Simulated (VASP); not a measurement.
Set up this calculation in VASP 6.6.1, as the native input.

* Task: single point
* Functional: PBE
* Potentials or basis: VASP PAW PBE potentials, release 64 (Ir)
* Cutoff: 520 eV
* k mesh: 18 × 18 × 10
* Occupations: gaussian, width 0.15 eV
* Spin: no spin polarisation
* Dipole correction: no
* Further INCAR settings: ALGO = Fast; EDIFF = 1e-06; NBANDS = 16

The structure of Ir lies in POSCAR:

```
Ir
1.0
    2.6654000000      0.0000000000      0.0000000000
   -1.3327000000      2.3083041113      0.0000000000
    0.0000000000      0.0000000000      4.8092000000
Ir
2
Direct
    0.6666666667      0.3333333333      0.7500000000
    0.3333333333      0.6666666667      0.2500000000
```

The input as run:

INCAR

```
PREC = Accurate
ENCUT = 520
EDIFF = 1E-6
ISMEAR = 0
SIGMA = 0.15
LREAL = F
LASPH = T
NELM = 60
ALGO = Fast
ISIF = 2
LWAVE = F
LCHARG = F
GGA = PE
NBANDS = 16
```

KPOINTS

```
regular mesh
0
Gamma
  18 18 10
```

Potentials or basis: VASP PAW PBE potentials, release 64 (Ir).

Run with:

```sh
$ cat potpaw_PBE.64/Ir/POTCAR > POTCAR
$ mpirun -np 1 vasp_std > vasp.out
```

It gave:

```
Pressure               : -0.2 GPa
Band gap on the k mesh : zero (band 9 reaches 11.20 eV, above the bottom of band 10 at 7.85 eV)
```

Caveat: spin-orbit coupling is left out, which moves the levels of the heavy elements.

It took 57 s on 1 thread of Intel(R) Xeon(R) 6975P-C (Granite Rapids), with other jobs on the host, peak memory 0.21 GiB.
